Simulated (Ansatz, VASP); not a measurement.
**TiSeS3 in VASP and in Ansatz**

```
Ti Se S
1.0
     4.69525    0.00000    0.00000
     0.00000    4.69525    0.00000
     0.00000    0.00000    4.69525
Ti Se S
1 1 3
Cartesian
  2.3476 2.3476 2.3476
  0.0000 0.0000 0.0000
  0.0000 2.3476 2.3476
  2.3476 0.0000 2.3476
  2.3476 2.3476 0.0000
```

Change from the starting cell: species swapped into the ZnAgF3 type (Pm-3m, No. 221).

Alike in both runs: functional PBE; k mesh 8 × 8 × 8; occupations gaussian, width 0.1 eV; collinear spin.

Ansatz relaxed the structure, and its values are those at the end. VASP's run is a single point on that final structure, the one shown.

```csv
,VASP,Ansatz
version,VASP 6.6.1,Ansatz 0.2.0
potentials or method,"VASP PAW PBE potentials, release 64 (Ti_sv, Se, S), cutoff 520 eV","scalar-relativistic, plane waves, PAW"
valence electrons in the cell,36,46
```

|  | VASP | Ansatz | Ansatz less VASP |
| --- | --- | --- | --- |
| gap on the k mesh at the Fermi level (eV) | none | none | - |
| pressure (GPa) | 0.0 | 0.0 | +0.04 |
| net moment per atom (μB) | 0.00 | 0.00 | 0.000 |

A gap of «none» marks a metal or a gap that the smearing closes. The functional is the same, so the differences come from potentials, cutoffs and numerics. VASP's potentials hold 36 valence electrons a cell and Ansatz's 46, so a difference there can come from the potentials and not from the codes. Ansatz's warnings: seeded moment not kept.
